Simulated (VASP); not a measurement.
# BaZrO3 (Pm-3m) in VASP: further runs

Runs on BaZrO3. Level: PBEsol. Tasks: single point, relaxation of cell and atoms.

Program: VASP 6.6.1. These are calculated values, not measurements. Logs are shortened: lines on timing, memory, paths and dates and some standing lists are left out, and cuts for length are marked.

**1. The cell of the first run**

The structure is cubic, space group Pm-3m (No. 221). Conventional cell: a = 4.164 Å, b = 4.164 Å, c = 4.164 Å, α = 90.00°, β = 90.00°, γ = 90.00°. Within 3.9 Å of Ba (site symmetry m-3m) lie 12 O at 2.94 Å and 8 Zr at 3.61 Å. Within 2.8 Å of Zr (site symmetry m-3m) lie 6 O at 2.08 Å. Within 2.8 Å of O (site symmetry 4/mmm) lie 2 Zr at 2.08 Å.

**2. Single point, PBEsol**

INCAR reads:

```
  PREC = Accurate
  ENCUT = 520
  EDIFF = 1E-7
  ISMEAR = 0
  SIGMA = 0.01
  LREAL = F
  LASPH = T
  NELM = 80
  ALGO = Normal
  ISIF = 2
  LWAVE = F
  LCHARG = F
  GGA = PS
  NBANDS = 28
```

KPOINTS reads:

```
regular mesh
0
Gamma
  6 6 6
```

POSCAR reads:

```
BaZrO3
1.0
    4.1641111843      0.0000000000      0.0000000000
    0.0000000000      4.1641111843      0.0000000000
    0.0000000000      0.0000000000      4.1641111843
Ba Zr O
1 1 3
Direct
    0.0000000000      0.0000000000      0.0000000000
    0.5000000000      0.5000000000      0.5000000000
    0.0000000000      0.5000000000      0.5000000000
    0.5000000000      0.0000000000      0.5000000000
    0.5000000000      0.5000000000      0.0000000000
```

Potentials or basis: VASP PAW PBE potentials, release 64 (Ba_sv, Zr_sv, O).

Launch:

```bash
cat potpaw_PBE.64/Ba_sv/POTCAR potpaw_PBE.64/Zr_sv/POTCAR potpaw_PBE.64/O/POTCAR > POTCAR
mpirun -np 1 vasp_std > vasp.out
```

OUTCAR:

```text
PREC = Accurate
   ENCUT = 520
   EDIFF = 1E-7
   ISMEAR = 0
   LREAL = F
   LASPH = T
   NELM = 80
   ISIF = 2
   GGA = PS

 ion  position               nearest neighbor table
   1  0.000  0.000  0.000-   3 2.94   4 2.94   5 2.94   3 2.94   4 2.94   3 2.94   5 2.94   3 2.94
                             4 2.94   5 2.94   4 2.94   5 2.94   2 3.61   2 3.61   2 3.61   2 3.61
   2  0.500  0.500  0.500-   3 2.08   4 2.08   5 2.08   5 2.08   4 2.08   3 2.08   1 3.61   1 3.61
                             1 3.61   1 3.61   1 3.61   1 3.61   1 3.61   1 3.61
   3  0.000  0.500  0.500-   2 2.08   2 2.08   1 2.94   1 2.94   1 2.94   1 2.94
   4  0.500  0.000  0.500-   2 2.08   2 2.08   1 2.94   1 2.94   1 2.94   1 2.94
   5  0.500  0.500  0.000-   2 2.08   2 2.08   1 2.94   1 2.94   1 2.94   1 2.94

  LATTYP: Found a simple cubic cell.
 ALAT       =     4.1641111843

  Lattice vectors:

 A1 = (   4.1641111843,   0.0000000000,   0.0000000000)
 A2 = (   0.0000000000,   4.1641111843,   0.0000000000)
 A3 = (   0.0000000000,   0.0000000000,   4.1641111843)

Analysis of symmetry for initial positions (statically):
=====================================================================
 Subroutine PRICEL returns:
 Original cell was already a primitive cell.

 Routine SETGRP: Setting up the symmetry group for a
 simple cubic supercell.

 Subroutine GETGRP returns: Found 48 space group operations
 (whereof 48 operations were pure point group operations)
 out of a pool of 48 trial point group operations.

The static configuration has the point symmetry O_h .

Analysis of symmetry for dynamics (positions and initial velocities):
=====================================================================
 Subroutine PRICEL returns:
 Original cell was already a primitive cell.

 Routine SETGRP: Setting up the symmetry group for a
 simple cubic supercell.

 Subroutine GETGRP returns: Found 48 space group operations
 (whereof 48 operations were pure point group operations)
 out of a pool of 48 trial point group operations.

The dynamic configuration has the point symmetry O_h .

 Subroutine INISYM returns: Found 48 space group operations
 (whereof 48 operations are pure point group operations),
 and found     1 'primitive' translations

----------------------------------------------------------------------------------------

                                     Primitive cell
[... 92 lines left out ...]
   EDIFF  = 0.1E-06   stopping-criterion for ELM
   LREAL  =      F    real-space projection
   EDIFFG = 0.1E-05   stopping-criterion for IOM
   NSW    =      0    number of steps for IOM
   IBRION =     -1    ionic relax: 0-MD 1-quasi-New 2-CG
   NFREE  =      0    steps in history (QN), initial steepest desc. (CG)
   ISIF   =      2    stress and relaxation
   ISYM   =      2    0-nonsym 1-usesym 2-fastsym
   POTIM  = 0.5000    time-step for ionic-motion
   TEBEG  =    0.0;   TEEND  =   0.0 temperature during run
   PSTRESS=    0.0 pullay stress
   NELECT =      40.0000    total number of electrons
   NUPDOWN=      -1.0000    fix difference up-down
   EMIN   =  10.00;   EMAX   =-10.00  energy-range for DOS
   EFERMI =   0.00;   METHOD = LEGACY
   ISMEAR =     0;   SIGMA  =   0.01  broadening in eV -4-tet -1-fermi 0-gaus
   EFERMI_NEDOS =   21; number of points for ismear=-14 and -15
   IALGO  =     38    algorithm
   IMIX   =      4    mixing-type and parameters
     AMIX     =   0.40;   BMIX     =  1.00
     AMIX_MAG =   1.60;   BMIX_MAG =  1.00
  volume/ion in A,a.u.               =      14.44        97.45
  Fermi-wavevector in a.u.,A,eV,Ry     =   1.344536  2.540805 24.596309  1.807778
  Thomas-Fermi vector in A             =   2.472522
   LORBIT       =      0    0 simple, 1 ext, 2 COOP (PROOUT), +10 PAW based schemes
   GGA     = PS    functional components
   LHFCALC =     F    Hartree Fock is set to
   AEXX    =    0.0000 exact exchange contribution
   IVDW    =     0    specifies the selected vdW correction
   LEPSILON=     F    determine dielectric tensor
   LRPA    =     F    only Hartree local field effects (RPA)
 non-spin polarized calculation
 Gauss-broadening in eV      SIGMA  =   0.01
  energy-cutoff  :      520.00
  volume of cell :       72.20
 maximum number of plane-waves:      1980
 NGX is ok and might be reduce to    32
   NGX = 15   NGY = 15   NGZ = 15

 number of electron      40.0000011 magnetization

 Free energy of the ion-electron system (eV)
  ---------------------------------------------------
  ext. energy  EPLUGINS =         0.00000000
  ---------------------------------------------------
  free energy    TOTEN  =       -43.60802159 eV

  energy without entropy =      -43.60802159  energy(sigma->0) =      -43.60802159

 E-fermi :   3.9252     XC(G=0): -11.1211

 val. band max:        3.7755340993   @ k =   0.5000   0.5000   0.5000
 cond. band min:       6.9213521335   @ k =   0.0000   0.0000   0.0000
 fundamental gap:      3.1458180342
 Fermi energy:         3.9252249080

 k-point     1 :       0.0000    0.0000    0.0000
  band No.  band energies     occupation
      1     -42.9788      2.00000
      2     -21.4077      2.00000
      3     -21.2171      2.00000
      4     -21.2171      2.00000
      5     -21.2171      2.00000
      6     -12.5468      2.00000
[... 609 lines left out ...]
     27      13.0692      0.00000
     28      13.0692      0.00000

------------------------ aborting loop because EDIFF is reached ----------------------------------------

  FORCE on cell =-STRESS in cart. coord.  units (eV):
  Direction    XX          YY          ZZ          XY          YZ          ZX
  --------------------------------------------------------------------------------------
  -------------------------------------------------------------------------------------
  Total        1.4515672      1.4515672      1.4515672     -0.0000000      0.0000000      0.0000000
  in kB       32.2092613     32.2092613     32.2092613     -0.0000000      0.0000000      0.0000000
  external PRESSURE =      32.2092613 kB  Pullay stress =       0.0000000 kB

 VOLUME and BASIS-vectors are now :
 -----------------------------------------------------------------------------
  energy-cutoff  :      520.00
  volume of cell :       72.20
      direct lattice vectors                 reciprocal lattice vectors
     4.164111184  0.000000000  0.000000000     0.240147286  0.000000000  0.000000000
     0.000000000  4.164111184  0.000000000     0.000000000  0.240147286  0.000000000
     0.000000000  0.000000000  4.164111184     0.000000000  0.000000000  0.240147286

 POSITION                                       TOTAL-FORCE (eV/Angst)
 -----------------------------------------------------------------------------------
      0.00000      0.00000      0.00000         0.000000      0.000000      0.000000
      2.08206      2.08206      2.08206         0.000000      0.000000      0.000000
      0.00000      2.08206      2.08206         0.000000      0.000000      0.000000
      2.08206      0.00000      2.08206         0.000000      0.000000      0.000000
      2.08206      2.08206      0.00000         0.000000      0.000000      0.000000
 -----------------------------------------------------------------------------------
    total drift:                                0.000000     -0.000000     -0.000000

  FREE ENERGIE OF THE ION-ELECTRON SYSTEM (eV)
  ---------------------------------------------------
  free  energy   TOTEN  =       -43.6080215912 eV

  energy  without entropy=      -43.6080215912  energy(sigma->0) =      -43.60802159
```

It took 34 s on 1 thread of Intel Xeon Platinum 8488C (Sapphire Rapids), shared host; peak memory 0.2 GiB.

What came out:

* Free energy: -43.6080 eV
* Pressure: 3.2 GPa
* Band gap on the k mesh: 3.15 eV, indirect (least direct gap 3.34 eV)

Levels at points of the mesh, in eV from the valence-band top:
| k point | band 18 | band 19 | band 20 | band 21 | band 22 | band 23 |
| --- | --- | --- | --- | --- | --- | --- |
| (0.00, 0.00, 0.00) | -0.20 | -0.20 | -0.20 | 3.15 | 3.15 | 3.15 |
| (0.50, 0.00, 0.00) | -1.77 | -0.42 | -0.42 | 3.62 | 5.81 | 5.81 |
| (0.50, 0.50, 0.00) | -0.94 | -0.74 | -0.08 | 5.78 | 5.78 | 6.53 |
| (0.50, 0.50, 0.50) | 0.00 | 0.00 | 0.00 | 5.98 | 5.98 | 5.98 |

Caveat: the PAW data sets were made with another functional, which shifts forces and pressure a little; spin-orbit coupling is left out, which moves the levels of the heavy elements. Expect the measured gap to be larger: semilocal functionals such as PBEsol lack the derivative discontinuity.

**3. Single point, PBEsol**

This run uses another cell than the first one, of 14.61 Å³/atom, 1.012 times its volume.

INCAR reads:

```
PREC     = Accurate       # precision mode
ENCUT    = 520            # plane-wave cutoff, eV
EDIFF    = 1E-6           # SCF threshold, eV
ISMEAR   = 0              # smearing method
SIGMA    = 0.01           # smearing width, eV
LREAL    = False          # projectors in reciprocal space
LASPH    = True           # aspherical terms in the spheres
NELM     = 60             # most SCF steps
ALGO     = Normal         # electronic algorithm
ISIF     = 2              # what is computed and relaxed
LWAVE    = False          # write WAVECAR
LCHARG   = True           # write CHGCAR
GGA      = PS             # functional
LELF     = True           # ELF
LVHAR    = True         
NBANDS   = 28             # bands
```

KPOINTS is that of step 2.

Edit POSCAR of step 2 so:

```diff
@@ -2,5 +2,5 @@
 1.0
-    4.1641111843      0.0000000000      0.0000000000
-    0.0000000000      4.1641111843      0.0000000000
-    0.0000000000      0.0000000000      4.1641111843
+    4.1807222276      0.0000000000      0.0000000000
+    0.0000000000      4.1807222276      0.0000000000
+    0.0000000000      0.0000000000      4.1807222276
 Ba Zr O
```

Potentials or basis: VASP PAW PBE potentials, release 64 (Ba_sv, Zr_sv, O).

Launch:

```bash
cat potpaw_PBE.64/Ba_sv/POTCAR potpaw_PBE.64/Zr_sv/POTCAR potpaw_PBE.64/O/POTCAR > POTCAR
mpirun -np 1 vasp_std > vasp.out
```

It took 31 s on 1 thread of Intel Xeon Platinum 8488C (Sapphire Rapids), shared host; peak memory 0.19 GiB.

The run converged. Its results:

* Free energy: -43.6207 eV
* Pressure: 1.2 GPa
* Band gap on the k mesh: 3.12 eV, indirect (least direct gap 3.33 eV)

Levels at points of the mesh, in eV from the valence-band top:
```tsv
k point	band 16	band 17	band 18	band 19	band 20	band 21	band 22	band 23	band 24	band 25
(0.00, 0.00, 0.00)	-1.01	-1.01	-0.21	-0.21	-0.21	3.12	3.12	3.12	4.55	4.55
(0.50, 0.00, 0.00)	-1.77	-1.77	-1.74	-0.44	-0.44	3.59	5.74	5.74	6.39	6.64
(0.50, 0.50, 0.00)	-2.47	-0.94	-0.94	-0.77	-0.08	5.70	5.70	6.46	6.49	7.72
(0.50, 0.50, 0.50)	-2.57	-2.57	0.00	0.00	0.00	5.93	5.93	5.93	7.06	7.06
```

Caveat: the PAW data sets were made with another functional, which shifts forces and pressure a little; spin-orbit coupling is left out, which moves the levels of the heavy elements.

**4. Single point, PBEsol**

This run uses another cell than the first one, of 14.80 Å³/atom, 1.025 times its volume.

INCAR reads:

```
SYSTEM = BaZrO3
PREC     = Accurate       ! precision mode
ENCUT    = 520            ! plane-wave cutoff, eV
EDIFF    = 1E-6           ! SCF threshold, eV
ISMEAR   = 0              ! smearing method
SIGMA    = 0.01           ! smearing width, eV
LREAL    = .False.        ! projectors in reciprocal space
LASPH    = .True.         ! aspherical terms in the spheres
NELM     = 80             ! most SCF steps
ALGO     = Normal         ! electronic algorithm
ISIF     = 2              ! what is computed and relaxed
LWAVE    = .False.        ! write WAVECAR
LCHARG   = .False.        ! write CHGCAR
GGA      = PS             ! functional
NBANDS   = 28             ! bands
```

KPOINTS reads:

```
Automatic mesh
0
Gamma
  6 6 6
  0 0 0
```

Edit POSCAR of step 3 so:

```diff
@@ -2,5 +2,5 @@
 1.0
-    4.1807222276      0.0000000000      0.0000000000
-    0.0000000000      4.1807222276      0.0000000000
-    0.0000000000      0.0000000000      4.1807222276
+    4.1982003783      0.0000000000      0.0000000000
+    0.0000000000      4.1982003783      0.0000000000
+    0.0000000000      0.0000000000      4.1982003783
 Ba Zr O
```

Launch:

```bash
cat potpaw_PBE.64/Ba_sv/POTCAR potpaw_PBE.64/Zr_sv/POTCAR potpaw_PBE.64/O/POTCAR > POTCAR
mpirun -np 1 vasp_std > vasp.out
```

Run time: 30 s. Hardware: 1 thread of Intel Xeon Platinum 8488C (Sapphire Rapids), shared host; peak memory 0.2 GiB.

Results (log left out):

- Free energy: -43.6224 eV
- Pressure: -0.9 GPa
- Band gap on the k mesh: 3.10 eV, indirect (least direct gap 3.32 eV)

Levels at points of the mesh, in eV from the valence-band top:
```csv
k point,band 18,band 19,band 20,band 21,band 22,band 23
"(0.00, 0.00, 0.00)",-0.23,-0.23,-0.23,3.10,3.10,3.10
"(0.50, 0.00, 0.00)",-1.71,-0.46,-0.46,3.55,5.65,5.65
"(0.50, 0.50, 0.00)",-0.94,-0.80,-0.08,5.62,5.62,6.39
"(0.50, 0.50, 0.50)",0.00,0.00,0.00,5.88,5.88,5.88
```

Caveat: the PAW data sets were made with another functional, which shifts forces and pressure a little; spin-orbit coupling is left out, which moves the levels of the heavy elements.

**5. Relaxation of cell and atoms, PBEsol, target pressure -2 GPa, at which the enthalpy is minimised**

This run uses another cell than the first one, of 14.73 Å³/atom, 1.020 times its volume.

INCAR reads:

```
  PREC = Accurate
  ENCUT = 600
  EDIFF = 1E-7
  ISMEAR = 0
  SIGMA = 0.01
  LREAL = False
  LASPH = True
  NELM = 60
  ALGO = Normal
  ISIF = 3
  LWAVE = False
  LCHARG = False
  GGA = PS
  IBRION = 2
  NSW = 80
  EDIFFG = -0.01
  PSTRESS = -20.0
```

KPOINTS reads:

```
regular mesh
0
Gamma
  6 6 6
```

Edit POSCAR of step 4 so:

```diff
@@ -2,5 +2,5 @@
 1.0
-    4.1982003783      0.0000000000      0.0000000000
-    0.0000000000      4.1982003783      0.0000000000
-    0.0000000000      0.0000000000      4.1982003783
+    4.1913400000      0.0000000000      0.0000000000
+    0.0000000000      4.1913400000      0.0000000000
+    0.0000000000      0.0000000000      4.1913400000
 Ba Zr O
```

Potentials or basis: VASP PAW PBE potentials, release 64 (Ba_sv, Zr_sv, O).

Launch:

```bash
cat potpaw_PBE.64/Ba_sv/POTCAR potpaw_PBE.64/Zr_sv/POTCAR potpaw_PBE.64/O/POTCAR > POTCAR
mpirun -np 1 vasp_std > vasp.out
```

OUTCAR:

```text
PREC = Accurate
   ENCUT = 600
   EDIFF = 1E-7
   ISMEAR = 0
   LREAL = False
   LASPH = True
   NELM = 60
   ISIF = 3
   GGA = PS
   IBRION = 2
   NSW = 80
   EDIFFG = -0.01
   PSTRESS = -20.0

 ion  position               nearest neighbor table
   1  0.000  0.000  0.000-   3 2.96   4 2.96   5 2.96   3 2.96   4 2.96   3 2.96   5 2.96   3 2.96
                             4 2.96   5 2.96   4 2.96   5 2.96   2 3.63   2 3.63   2 3.63   2 3.63
   2  0.500  0.500  0.500-   3 2.10   4 2.10   5 2.10   5 2.10   4 2.10   3 2.10   1 3.63   1 3.63
                             1 3.63   1 3.63   1 3.63   1 3.63   1 3.63   1 3.63
   3  0.000  0.500  0.500-   2 2.10   2 2.10   1 2.96   1 2.96   1 2.96   1 2.96
   4  0.500  0.000  0.500-   2 2.10   2 2.10   1 2.96   1 2.96   1 2.96   1 2.96
   5  0.500  0.500  0.000-   2 2.10   2 2.10   1 2.96   1 2.96   1 2.96   1 2.96

  LATTYP: Found a simple cubic cell.
 ALAT       =     4.1913400000
[... 191 lines left out ...]
  -------------------------------------------------------------------------------------
  Total       -0.1034271     -0.1034271     -0.1034271     -0.0000000     -0.0000000      0.0000000
  in kB       -2.2505371     -2.2505371     -2.2505371     -0.0000000     -0.0000000      0.0000000
  external PRESSURE =      17.7494629 kB  Pullay stress =     -20.0000000 kB
[... 69 lines left out ...]
--------------------------------------- Ionic step        3  -------------------------------------------

 number of electron      40.0000016 magnetization

 Free energy of the ion-electron system (eV)
  ---------------------------------------------------
  ext. energy  EPLUGINS =         0.00000000
  ---------------------------------------------------
  free energy    TOTEN  =       -43.62361161 eV

  energy without entropy =      -43.62361161  energy(sigma->0) =      -43.62361161

 E-fermi :   3.7188     XC(G=0): -10.9644

 val. band max:        3.5526431142   @ k =   0.5000   0.5000   0.5000
 cond. band min:       6.6370736091   @ k =   0.0000   0.0000   0.0000
 fundamental gap:      3.0844304948
 Fermi energy:         3.7187917041

 k-point     1 :       0.0000    0.0000    0.0000
  band No.  band energies     occupation
      1     -43.3925      2.00000
      2     -21.7207      2.00000
      3     -21.5869      2.00000
      4     -21.5869      2.00000
      5     -21.5869      2.00000
      6     -12.7170      2.00000
[... 565 lines left out ...]
  energy  without entropy=      -43.6236116144  energy(sigma->0) =      -43.62361161

  enthalpy is  TOTEN    =       -44.5531789197 eV   P V=       -0.9295673054

 reached required accuracy - stopping structural energy minimisation
```

Wall time 99 s (1 thread of Intel Xeon Platinum 8488C (Sapphire Rapids), shared host); peak memory 0.24 GiB.

What came out:

| Property | Result |
| --- | --- |
| Free energy | -43.6236 eV |
| Relaxed volume | 14.89 Å³/atom |
| Relaxed cell | a = 4.207 Å, b = 4.207 Å, c = 4.207 Å, α = 90.00°, β = 90.00°, γ = 90.00° |
| Space group after relaxing (to 0.05 Å) | Pm-3m (No. 221) |
| Energy change on relaxing (the enthalpy is what falls) | +1.2 meV/atom |
| Ionic steps | 3 |
| Pressure after relaxing | -2.0 GPa |
| Band gap on the k mesh | 3.08 eV, indirect (least direct gap 3.32 eV) |

Step by step:
```tsv
step	energy change (eV)	largest force (eV/Å)	pressure (GPa)	volume (Å³)
1	0.0000	0.0000	-0.23	73.63
2	0.0226	0.0000	-3.83	75.38
3	0.0059	0.0000	-2.00	74.47
```

Final structure:
```yaml
crystal:
  lattice:
    - [4.20714, 0.00000, 0.00000]
    - [0.00000, 4.20714, 0.00000]
    - [0.00000, 0.00000, 4.20714]
  atoms:
    - { symbol: Ba, position: [0.00000, 0.00000, 0.00000] }
    - { symbol: Zr, position: [0.50000, 0.50000, 0.50000] }
    - { symbol: O, position: [0.00000, 0.50000, 0.50000] }
    - { symbol: O, position: [0.50000, 0.00000, 0.50000] }
    - { symbol: O, position: [0.50000, 0.50000, 0.00000] }
```

Levels at points of the mesh, in eV from the valence-band top:
| k point | band 16 | band 17 | band 18 | band 19 | band 20 | band 21 | band 22 | band 23 | band 24 |
| --- | --- | --- | --- | --- | --- | --- | --- | --- | --- |
| (0.00, 0.00, 0.00) | -0.98 | -0.98 | -0.23 | -0.23 | -0.23 | 3.08 | 3.08 | 3.08 | 4.53 |
| (0.50, 0.00, 0.00) | -1.74 | -1.74 | -1.69 | -0.47 | -0.47 | 3.53 | 5.61 | 5.61 | 6.32 |
| (0.50, 0.50, 0.00) | -2.41 | -0.94 | -0.94 | -0.82 | -0.08 | 5.58 | 5.58 | 6.36 | 6.38 |
| (0.50, 0.50, 0.50) | -2.56 | -2.56 | 0.00 | 0.00 | 0.00 | 5.86 | 5.86 | 5.86 | 6.90 |

Caveat: the cell is relaxed towards a set pressure, so the enthalpy falls and the energy may rise; the PAW data sets were made with another functional, which shifts forces and pressure a little; spin-orbit coupling is left out, which moves the levels of the heavy elements.

[end of part 1 of 2]
